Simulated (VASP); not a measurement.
# Ag in VASP: single point with PBE

Aim: the single point of Ag with PBE.

All numbers are computed with VASP 6.6.1; they aren't measurements. Logs are shortened: lines on timing, memory, paths and dates and some standing lists are left out, and cuts for length are marked.

## (1) The cell of the first run

The cell holds a slab with vacuum, 7 atoms: a = 2.936 Å, b = 2.936 Å, c = 29.367 Å, α = 90.00°, β = 90.00°, γ = 120.00°.

## (2) Single point, PBE, collinear spin

Input file INCAR:

```
SYSTEM = Ag
PREC = Accurate
ENCUT = 520
EDIFF = 1E-6
ISMEAR = 0
SIGMA = 0.1
LREAL = .FALSE.
LASPH = .TRUE.
NELM = 150
ALGO = Fast
ISIF = 2
LWAVE = .FALSE.
LCHARG = .TRUE.
ISPIN = 2
MAGMOM = 1 0 0 0 0 0 1
LORBIT = 11
LMAXMIX = 4
LDIPOL = .TRUE.
IDIPOL = 3
DIPOL = 0.5 0.5 0.500
GGA = PE
LELF = .TRUE.
LVHAR = .TRUE.
LVACPOTAV = .TRUE.
NBANDS = 52
```

Input file KPOINTS:

```
regular mesh
0
G
  12 12 1
  0 0 0
```

Input file POSCAR:

```
Ag
1.0
    2.9355691563      0.0000000000      0.0000000000
   -1.4677845781      2.5422774639      0.0000000000
    0.0000000000      0.0000000000     29.3666405453
Ag
7
Direct
    0.0000000000      0.0000000000      0.2553918276
    0.6666666667      0.3333333333      0.3368762161
    0.3333333333      0.6666666667      0.4183606045
    0.6666666667      0.3333333333      0.5000000000
    0.3333333333      0.6666666667      0.5814843884
    0.0000000000      0.0000000000      0.6629687769
    0.3333333333      0.6666666667      0.7446081724
```

Potentials or basis: VASP PAW PBE potentials, release 64 (Ag).

Launch:

```sh
$ cat potpaw_PBE.64/Ag/POTCAR > POTCAR
$ mpirun -np 1 vasp_std > vasp.out
```

OUTCAR:

```text
SYSTEM = Ag
   PREC = Accurate
   ENCUT = 520
   EDIFF = 1E-6
   ISMEAR = 0
   LREAL = .FALSE.
   LASPH = .TRUE.
   NELM = 150
   ISIF = 2
   ISPIN = 2
   LORBIT = 11
   GGA = PE

 ion  position               nearest neighbor table
   1  0.000  0.000  0.255-   2 2.93   2 2.93   2 2.93
   2  0.667  0.333  0.337-   3 2.93   3 2.93   3 2.93   1 2.93   1 2.93   1 2.93
   3  0.333  0.667  0.418-   2 2.93   2 2.93   2 2.93   4 2.94   4 2.94   4 2.94
   4  0.667  0.333  0.500-   5 2.93   5 2.93   5 2.93   3 2.94   3 2.94   3 2.94
   5  0.333  0.667  0.581-   4 2.93   4 2.93   4 2.93   6 2.93   6 2.93   6 2.93
   6  0.000  0.000  0.663-   5 2.93   5 2.93   5 2.93   7 2.94   7 2.94   7 2.94
   7  0.333  0.667  0.745-   6 2.94   6 2.94   6 2.94

  LATTYP: Found a hexagonal cell.
 ALAT       =     2.9355691563
 C/A-ratio  =    10.0037297647

  Lattice vectors:

 A1 = (   2.9355691563,   0.0000000000,   0.0000000000)
 A2 = (  -1.4677845781,   2.5422774639,   0.0000000000)
 A3 = (   0.0000000000,   0.0000000000,  29.3666405453)

Analysis of symmetry for initial positions (statically):
=====================================================================
 Subroutine PRICEL returns:
 Original cell was already a primitive cell.

 Routine SETGRP: Setting up the symmetry group for a
 hexagonal supercell.

 Subroutine GETGRP returns: Found  6 space group operations
 (whereof  6 operations were pure point group operations)
 out of a pool of 24 trial point group operations.

The static configuration has the point symmetry C_3v.

Analysis of symmetry for dynamics (positions and initial velocities):
=====================================================================
 Subroutine PRICEL returns:
 Original cell was already a primitive cell.

 Routine SETGRP: Setting up the symmetry group for a
 hexagonal supercell.

 Subroutine GETGRP returns: Found  6 space group operations
 (whereof  6 operations were pure point group operations)
 out of a pool of 24 trial point group operations.

The dynamic configuration has the point symmetry C_3v.

Analysis of structural, dynamic, and magnetic symmetry:
=====================================================================
 Subroutine PRICEL returns:
 Original cell was already a primitive cell.

 Routine SETGRP: Setting up the symmetry group for a
 hexagonal supercell.

 Subroutine GETGRP returns: Found  6 space group operations
 (whereof  6 operations were pure point group operations)
 out of a pool of 24 trial point group operations.

The overall configuration has the point symmetry C_3v.

 Subroutine INISYM returns: Found  6 space group operations
 (whereof  6 operations are pure point group operations),
 and found     1 'primitive' translations

----------------------------------------------------------------------------------------

                                     Primitive cell

  volume of cell :     219.1642

  direct lattice vectors                    reciprocal lattice vectors
     2.935569156  0.000000000  0.000000000     0.340649444  0.196674048  0.000000000
    -1.467784578  2.542277464  0.000000000     0.000000000  0.393348096  0.000000000
     0.000000000  0.000000000 29.366640545     0.000000000  0.000000000  0.034052244

  length of vectors
     2.935569156  2.935569156 29.366640545     0.393348096  0.393348096  0.034052244

  position of ions in fractional coordinates (direct lattice)
     0.000000000  0.000000000  0.255391828
     0.666666667  0.333333333  0.336876216
     0.333333333  0.666666667  0.418360605
     0.666666667  0.333333333  0.500000000
     0.333333333  0.666666667  0.581484388
     0.000000000  0.000000000  0.662968777
     0.333333333  0.666666667  0.744608172

  ion indices of the primitive-cell ions
   primitive index   ion index
                 1           1
                 2           2
                 3           3
                 4           4
                 5           5
                 6           6
                 7           7

----------------------------------------------------------------------------------------

 KPOINTS: regular mesh

Automatic generation of k-mesh.
 Grid dimensions read from file:
 generate k-points for:   12   12    1

 Generating k-lattice:

  Cartesian coordinates                     Fractional coordinates (reciprocal lattice)
     0.028387454  0.016389504  0.000000000     0.083333333  0.000000000  0.000000000
     0.000000000  0.032779008  0.000000000     0.000000000  0.083333333  0.000000000
     0.000000000  0.000000000  0.034052244     0.000000000  0.000000000  1.000000000

  Length of vectors
     0.032779008  0.032779008  0.034052244

  Shift w.r.t. Gamma in fractional coordinates (k-lattice)
     0.000000000  0.000000000  0.000000000

 Subroutine IBZKPT returns following result:
 ===========================================

 Found     19 irreducible k-points:

 Following reciprocal coordinates:
            Coordinates               Weight
  0.000000  0.000000  0.000000      1.000000
  0.083333 -0.000000  0.000000      6.000000
  0.166667  0.000000  0.000000      6.000000
  0.250000  0.000000  0.000000      6.000000
  0.333333  0.000000  0.000000      6.000000
  0.416667  0.000000  0.000000      6.000000
[... 11 lines left out ...]
  0.333333  0.250000  0.000000     12.000000
  0.333333  0.333333  0.000000      2.000000
   k-points           NKPTS =     19   k-points in BZ     NKDIM =     19   number of bands    NBANDS=     52
   number of dos      NEDOS =    301   number of ions     NIONS =      7
   total plane-waves  NPLWV = 129024
   dimension x,y,z NGX =    24 NGY =   24 NGZ =  224
   dimension x,y,z NGXF=    48 NGYF=   48 NGZF=  448
   ions per type =               7
   NGX,Y,Z   is equivalent  to a cutoff of  13.59, 13.59, 12.68 a.u.
   NGXF,Y,Z  is equivalent  to a cutoff of  27.18, 27.18, 25.36 a.u.
 SYSTEM =  Ag
   PREC   = accura    normal or accurate (medium, high low for compatibility)
   ISTART =      0    job   : 0-new  1-cont  2-samecut
   ICHARG =      2    charge: 1-file 2-atom 10-const
   ISPIN  =      2    spin polarized calculation?
   LNONCOLLINEAR =      F non collinear calculations
   LSORBIT =      F    spin-orbit coupling
   LASPH  =      T    aspherical Exc in radial PAW
   ENCUT  =  520.0 eV  38.22 Ry    6.18 a.u.   5.46  5.46 54.60*2*pi/ulx,y,z
   NELM   =    150;   NELMIN=  2; NELMDL= -5     # of ELM steps
   EDIFF  = 0.1E-05   stopping-criterion for ELM
   LREAL  =      F    real-space projection
   EDIFFG = 0.1E-04   stopping-criterion for IOM
   NSW    =      0    number of steps for IOM
   IBRION =     -1    ionic relax: 0-MD 1-quasi-New 2-CG
   NFREE  =      0    steps in history (QN), initial steepest desc. (CG)
   ISIF   =      2    stress and relaxation
   ISYM   =      2    0-nonsym 1-usesym 2-fastsym
   POTIM  = 0.5000    time-step for ionic-motion
   TEBEG  =    0.0;   TEEND  =   0.0 temperature during run
   PSTRESS=    0.0 pullay stress
   NELECT =      77.0000    total number of electrons
   NUPDOWN=      -1.0000    fix difference up-down
   EMIN   =  10.00;   EMAX   =-10.00  energy-range for DOS
   EFERMI =   0.00;   METHOD = LEGACY
   ISMEAR =     0;   SIGMA  =   0.10  broadening in eV -4-tet -1-fermi 0-gaus
   EFERMI_NEDOS =   21; number of points for ismear=-14 and -15
   IALGO  =     68    algorithm
   IMIX   =      4    mixing-type and parameters
     AMIX     =   0.40;   BMIX     =  1.00
     AMIX_MAG =   1.60;   BMIX_MAG =  1.00
  volume/ion in A,a.u.               =      31.31       211.28
  Fermi-wavevector in a.u.,A,eV,Ry     =   1.155177  2.182968 18.156078  1.334434
  Thomas-Fermi vector in A             =   2.291808
   LORBIT       =     11    0 simple, 1 ext, 2 COOP (PROOUT), +10 PAW based schemes
   GGA     = PE    functional components
   LHFCALC =     F    Hartree Fock is set to
   AEXX    =    0.0000 exact exchange contribution
   IVDW    =     0    specifies the selected vdW correction
   LEPSILON=     F    determine dielectric tensor
   LRPA    =     F    only Hartree local field effects (RPA)
 spin polarized calculation
 RMM-DIIS sequential band-by-band and
 Gauss-broadening in eV      SIGMA  =   0.10
  energy-cutoff  :      520.00
  volume of cell :      219.16
 maximum number of plane-waves:      6049
 NGX is ok and might be reduce to    24
   NGX = 11   NGY = 11   NGZ =109

 number of electron      77.0000020 magnetization       0.0000143

 dipolmoment           0.000000      0.000000     -0.000028 electrons x Angstroem

 number of electron      77.0000020 magnetization      -0.0000713

 dipolmoment           0.000000      0.000000      0.000039 electrons x Angstroem

 Free energy of the ion-electron system (eV)
  ---------------------------------------------------
  ext. energy  EPLUGINS =         0.00000000
  ---------------------------------------------------
  free energy    TOTEN  =       -18.32152017 eV

  energy without entropy =      -18.31128638  energy(sigma->0) =      -18.31640328

 E-fermi :   2.5279     XC(G=0):  -7.3544

 val. band max:        2.5254701653   @ k =   0.0833  -0.0000   0.0000
 cond. band min:       2.5829677822   @ k =   0.4167   0.0833   0.0000
 fundamental gap:      0.0574976169
 Fermi energy:         2.5278660747

 spin component 1

 k-point     1 :       0.0000    0.0000    0.0000
  band No.  band energies     occupation
      1      -4.7098      1.00000
      2      -4.3446      1.00000
      3      -3.8266      1.00000
      4      -3.4892      1.00000
      5      -3.4544      1.00000
      6      -3.3261      1.00000
[... 42 lines left out ...]
     49      10.4496      0.00000
     50      10.8472      0.00000

 k-point     2 :       0.0833   -0.0000    0.0000
  band No.  band energies     occupation
      1      -4.5272      1.00000
      2      -4.1676      1.00000
      3      -3.6576      1.00000
      4      -3.3797      1.00000
      5      -3.3231      1.00000
      6      -3.1828      1.00000
[... 893 lines left out ...]
 k-point    19 :       0.3333    0.3333    0.0000
  band No.  band energies     occupation
      1      -2.9642      1.00000
      2      -2.8809      1.00000
      3      -2.8044      1.00000
      4      -2.7050      1.00000
      5      -2.7024      1.00000
      6      -2.6929      1.00000
[... 42 lines left out ...]
     49       8.7050      0.00000
     50       8.9484      0.00000
 Fermi energy:         2.5278660747

 spin component 2

 k-point     1 :       0.0000    0.0000    0.0000
  band No.  band energies     occupation
      1      -4.7098      1.00000
      2      -4.3446      1.00000
      3      -3.8266      1.00000
      4      -3.4892      1.00000
      5      -3.4543      1.00000
      6      -3.3261      1.00000
[... 42 lines left out ...]
     49      10.4141      0.00000
     50      10.8379      0.00000

 k-point     2 :       0.0833   -0.0000    0.0000
  band No.  band energies     occupation
      1      -4.5271      1.00000
      2      -4.1676      1.00000
      3      -3.6575      1.00000
      4      -3.3797      1.00000
      5      -3.3231      1.00000
      6      -3.1828      1.00000
[... 893 lines left out ...]
 k-point    19 :       0.3333    0.3333    0.0000
  band No.  band energies     occupation
      1      -2.9641      1.00000
      2      -2.8809      1.00000
      3      -2.8044      1.00000
      4      -2.7050      1.00000
      5      -2.7024      1.00000
      6      -2.6929      1.00000
[... 42 lines left out ...]
     49       8.7050      0.00000
     50       8.9484      0.00000
 [bands above 50 left out]

------------------------ aborting loop because EDIFF is reached ----------------------------------------

  FORCE on cell =-STRESS in cart. coord.  units (eV):
  Direction    XX          YY          ZZ          XY          YZ          ZX
  --------------------------------------------------------------------------------------
  -------------------------------------------------------------------------------------
  Total       -0.9028306     -0.9028306     -0.3314084     -0.0000000      0.0000000      0.0000000
  in kB       -6.6000513     -6.6000513     -2.4227272     -0.0000000      0.0000000      0.0000000
  external PRESSURE =      -5.2076099 kB  Pullay stress =       0.0000000 kB

 VOLUME and BASIS-vectors are now :
 -----------------------------------------------------------------------------
  energy-cutoff  :      520.00
  volume of cell :      219.16
      direct lattice vectors                 reciprocal lattice vectors
     2.935569156  0.000000000  0.000000000     0.340649444  0.196674048  0.000000000
    -1.467784578  2.542277464  0.000000000     0.000000000  0.393348096  0.000000000
     0.000000000  0.000000000 29.366640545     0.000000000  0.000000000  0.034052244

 POSITION                                       TOTAL-FORCE (eV/Angst)
 -----------------------------------------------------------------------------------
      0.00000      0.00000      7.50000         0.000000      0.000000      0.008792
      1.46778      0.84743      9.89292        -0.000000      0.000000      0.035909
     -0.00000      1.69485     12.28585         0.000000     -0.000000     -0.041520
      1.46778      0.84743     14.68332        -0.000000     -0.000000     -0.000189
     -0.00000      1.69485     17.07624        -0.000000      0.000000      0.043173
      0.00000      0.00000     19.46917        -0.000000      0.000000     -0.036528
     -0.00000      1.69485     21.86664        -0.000000      0.000000     -0.009638
 -----------------------------------------------------------------------------------
    total drift:                               -0.000000      0.000000     -0.000318

  FREE ENERGIE OF THE ION-ELECTRON SYSTEM (eV)
  ---------------------------------------------------
  free  energy   TOTEN  =       -18.3215201723 eV

  energy  without entropy=      -18.3112863789  energy(sigma->0) =      -18.31640328

 vacuum level on the upper side and lower side of the slab         7.003         7.002

 total charge

# of ion       s       p       d       tot
------------------------------------------
    1        0.418   0.199   9.178   9.795
    2        0.406   0.262   9.168   9.835
    3        0.408   0.269   9.161   9.838
    4        0.406   0.268   9.161   9.834
    5        0.408   0.269   9.160   9.838
    6        0.406   0.262   9.168   9.835
    7        0.417   0.198   9.179   9.795
--------------------------------------------------
tot          2.869   1.726  64.175  68.770

 magnetization (x)

# of ion       s       p       d       tot
------------------------------------------
    1       -0.000  -0.000   0.000  -0.000
    2       -0.000  -0.000  -0.000  -0.000
    3       -0.000   0.000  -0.000  -0.000
    4       -0.000   0.000  -0.000  -0.000
    5       -0.000   0.000  -0.000  -0.000
    6       -0.000  -0.000  -0.000  -0.000
    7       -0.000  -0.000   0.000  -0.000
--------------------------------------------------
tot         -0.000  -0.000  -0.000  -0.000
```

It took 29 min on 1 thread of Oxide Virtual Turin-like, shared host; peak memory 0.59 GiB.

What came out:

- Free energy: -18.3215 eV
- Largest force: 0.043 eV/Å
- Net moment: 0.00 μB per cell
- Valence electrons inside the program's atomic spheres: Ag 9.79, 9.84, 9.83 (each value once)

Forces in eV/Å, atoms in the order of the input:
```
Ag   0.000  0.000  0.009
Ag   0.000  0.000  0.036
Ag   0.000  0.000 -0.042
Ag   0.000  0.000  0.000
Ag   0.000  0.000  0.043
Ag   0.000  0.000 -0.037
Ag   0.000  0.000 -0.010
```
